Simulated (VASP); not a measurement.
Set up this calculation in VASP 6.6.1, as the native input.

| Quantity | Value |
| --- | --- |
| Task | single point |
| Functional | LDA |
| Potentials or basis | VASP PAW LDA potentials, release 64 (C, O, H) |
| Cutoff | 520 eV |
| k mesh | 1 × 1 × 1 |
| Occupations | fermi-dirac, width 0.02 eV |
| Spin | no spin polarisation |
| Dipole correction | no |
| Further INCAR settings | LREAL = Auto; ALGO = Normal; EDIFF = 1e-06; NBANDS = 64 |

The structure of H6C2O lies in POSCAR:

```
H6C2O
1.0
    7.5290720000      0.0000000000      0.0000000000
    0.0000000000      7.5290720000      0.0000000000
    0.0000000000      0.0000000000      7.5290720000
C O H
8 4 24
Direct
    0.9560009520      0.6057984304      0.7118141519
    0.8354814511      0.4989990798      0.8135531178
   -0.1053914745      0.4254574800      0.2860644712
    0.0095363678      0.5709468577      0.2034912138
    0.4102231988      0.1109565694      0.9898298223
    0.2869809188      0.0389423823      0.8448982823
    0.7346589327     -0.1794245028      0.3914028183
    0.6451259863     -0.0047283384      0.4067566361
    0.7219083574      0.4191618834      0.6858614182
    0.1538702246      0.5106339799      0.1088846009
    0.1060024396      0.0582409094      0.8625232964
    0.6871763213      0.0958019793      0.5609057796
    0.6189873068      0.3532971925      0.7161440347
    0.8925004303      0.3706831333      0.8828976533
    0.7651540588      0.5851053091      0.9117458300
    1.0775298735      0.6550342459      0.7695636328
    1.0026069614      0.5100495785      0.6123995095
    0.8762301649      0.7000331515      0.6382327065
    0.2436555262      0.4398151592      0.1855075898
   -0.0735415998      0.6277533274      0.1139848311
    0.0324209942      0.6645706137      0.3031050839
   -0.1366038205      0.4464162383      0.4232792567
   -0.2237725977      0.3969147858      0.2205451083
   -0.0237877922      0.3075677852      0.2604039382
    0.0685874700      0.1841794048      0.8263966661
    0.3456601292      0.1016725567      0.7298509033
    0.3145141925     -0.1079150259      0.8521103265
    0.5454589888      0.1038242163      0.9424269020
    0.3713339439      0.2655041684      1.0115589278
    0.4099309981      0.0419839258      1.1309229079
    0.7376075033      0.2128681994      0.5197320467
    0.6676652846      0.0892141820      0.3037691763
    0.5063837881     -0.0443348131      0.4105950906
    0.7928334329     -0.1855208716      0.2418359128
    0.8478601347     -0.1638183298      0.4737768479
    0.6689536240     -0.3077006037      0.4176610345
```

One way to write it, as run:

INCAR

```
ALGO = Normal ; EDIFF = 1E-6
ENCUT = 520 ; GGA = CA
ISIF = 2 ; ISMEAR = -1
LASPH = True ; LCHARG = False
LREAL = Auto ; LWAVE = False
NBANDS = 64 ; NELM = 60
PREC = Accurate ; SIGMA = 0.02
```

KPOINTS

```
k-points
0
Gamma
  1 1 1
```

Potentials or basis: VASP PAW LDA potentials, release 64 (C, O, H).

The run is started by

```console
$ cat potpaw_LDA.64/C/POTCAR potpaw_LDA.64/O/POTCAR potpaw_LDA.64/H/POTCAR > POTCAR
$ mpirun -np 1 vasp_gam > vasp.out
```

Results of the run:

```
Pressure               : 1.3 GPa
Largest force          : 3.806 eV/Å
Band gap on the k mesh : 4.30 eV
```

Caveat: the k points lie up to 0.83 Å⁻¹ apart.

Wall time 34 s on 1 thread of AMD EPYC 7R13 Processor (Zen 3) (shared host), peak memory 0.27 GiB.
